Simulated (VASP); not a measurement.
Runs of VASP 6.6.1 on Si3Te. The structure is that of space group Pm-3m (No. 221), or close to it. The cells are those of the table. The cell was built from a structure type or drawn by symmetry, and may not be a known phase.

```csv
task,cell,k mesh,cutoff (eV),gap on the mesh (eV),pressure (GPa)
single point,"a = 4.244 Å, 4 atoms",4 × 4 × 4,520,none,-0.4
single point,"a = 4.244 Å, 4 atoms",12 × 12 × 12,520,none,0.0
relaxation of cell and atoms,"relaxed from a = 4.244 Å, 4 atoms",12 × 12 × 12,600,none,0.0
relaxation of cell and atoms,"relaxed from a = 4.394 Å, 4 atoms",4 × 4 × 4,600,none,0.0
single point,"a = 4.394 Å, 4 atoms",4 × 4 × 4,520,none,(a)
```

Alike in all rows: level PBE; potentials or basis VASP PAW PBE potentials, release 64 (Si, Te); no spin polarisation; smearing gaussian 0.1 eV.

Problem. Estimate the missing entries.

Solution. (a) -5.2.

Caveats: some runs use coarse meshes; spin-orbit coupling is left out, which moves the levels of the heavy elements; the relaxation stopped at its first step, so nothing moved (at least some runs); the cell stands under tension (at least some runs).

A k mesh can miss the band edges, and the runs leave out spin-orbit coupling on Te.

A gap of «none» marks levels without a gap at the run's occupations.
